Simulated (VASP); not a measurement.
Here is a VASP 6.6.1 calculation.

INCAR

```
SYSTEM = K2SiB2
PREC = Accurate
ENCUT = 520
EDIFF = 1E-6
ISMEAR = 0
SIGMA = 0.1
LREAL = .False.
LASPH = .True.
NELM = 100
ALGO = Normal
ISIF = 2
LWAVE = .False.
LCHARG = .False.
GGA = PE
NBANDS = 22
```

KPOINTS

```
Automatic mesh
0
Gamma
  6 6 6
  0 0 0
```

Contents of POSCAR:

```
K2SiB2
1.0
   -2.1207484800      2.1207484800      5.3708495700
    2.1207484800     -2.1207484800      5.3708495700
    2.1207484800      2.1207484800     -5.3708495700
K Si B
2 1 2
Direct
    0.3738409600      0.3738409600      0.0000000000
    0.6261590400      0.6261590400      0.0000000000
    0.0000000000      0.0000000000      0.0000000000
    0.7500000000      0.2500000000      0.5000000000
    0.2500000000      0.7500000000      0.5000000000
```

Potentials or basis: VASP PAW PBE potentials, release 64 (K_sv, Si, B).

Run with:

```console
$ cat potpaw_PBE.64/K_sv/POTCAR potpaw_PBE.64/Si/POTCAR potpaw_PBE.64/B/POTCAR > POTCAR
$ mpirun -np 1 vasp_std > vasp.out
```

(1) Predict the largest force.

(2) Estimate the pressure.

(3) Estimate the band gap on the k mesh.

Results:

(1) 1.758 eV/Å.

(2) 10.8 GPa.

(3) zero (bands 14 and 15 overlap by 1.30 eV).

Caveat: the cell stands under pressure; forces of over 1 eV/Å act on the atoms, so gaps and moduli don't describe the material at rest.
